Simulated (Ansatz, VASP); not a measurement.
**One calculation of Os, two programs**

Contents of POSCAR:

```
Os
1.0
    0.0000000000      1.9159815885      1.9159815885
    1.9159815885      0.0000000000      1.9159815885
    1.9159815885      1.9159815885      0.0000000000
Os
1
Direct
    0.0000000000      0.0000000000      0.0000000000
```

Contents of INCAR.step1:

```
ALGO = Normal
EDIFF = 1E-5
ENCUT = 620
GGA = PE
GGA_COMPAT = False
ISMEAR = 0
LASPH = True
LCHARG = False
LREAL = False
LWAVE = True
NBANDS = 14
NELM = 120
PREC = Accurate
SIGMA = 0.05
```

The input INCAR.step2:

```
ALGO = Normal
EDIFF = 1E-6
ENCUT = 620
GGA_COMPAT = False
ISIF = 2
ISMEAR = 0
ISTART = 1
LASPH = True
LCHARG = False
LMIXTAU = True
LREAL = False
LWAVE = False
METAGGA = R2SCAN
NBANDS = 14
NELM = 120
PREC = Accurate
SIGMA = 0.05
```

KPOINTS

```
k-points
0
Gamma
  18 18 18
```

Input for Ansatz:

```yaml
crystal:
  lattice:
    - [0.0, 1.9159815885, 1.9159815885]
    - [1.9159815885, 0.0, 1.9159815885]
    - [1.9159815885, 1.9159815885, 0.0]
  atoms:
    - { symbol: Os, position: [0.0, 0.0, 0.0] }
basis:
  ecutwfc: 600
  ecutrho_ratio: 5
kpoints:
  mp_grid: { grid: [18, 18, 18] }
  band_path:
    path:
      - [[0.0, 0.0, 0.0], [0.5, 0.0, 0.5], [0.625, 0.25, 0.625]]
      - [[0.375, 0.375, 0.75], [0.0, 0.0, 0.0], [0.5, 0.5, 0.5], [0.5, 0.25, 0.75], [0.5, 0.0, 0.5]]
    npoints: 14
hamiltonian:
  xc: r2scan
scf:
  occupations: { method: gaussian, width: 0.05 }
output:
  forces: true
  stress: true
  eigenvalues: true
  populations: true
  dos: { projected: true, de: 0.02, nscf_kmesh: { grid: [27, 27, 27] } }
  bader: true
```

Alike in both runs: task single point; functional r2SCAN; k mesh 18 × 18 × 18; occupations gaussian, width 0.05 eV; no spin polarisation.

```csv
,VASP,Ansatz
version,VASP 6.6.1,Ansatz 0.2.0
potentials or method,"VASP PAW PBE potentials, release 64 (Os_sv_GW), cutoff 620 eV","scalar-relativistic, plane waves, PAW"
valence electrons in the cell,16,16
```

Ansatz gave:

| Item | Value |
| --- | --- |
| pressure (GPa) | 0.0 |

**Question.** Estimate VASP's values.

**Answer.** Pressure (GPa): -0.8.

VASP's potentials were made for PBE, not for r2SCAN.

Spin-orbit coupling is off throughout.
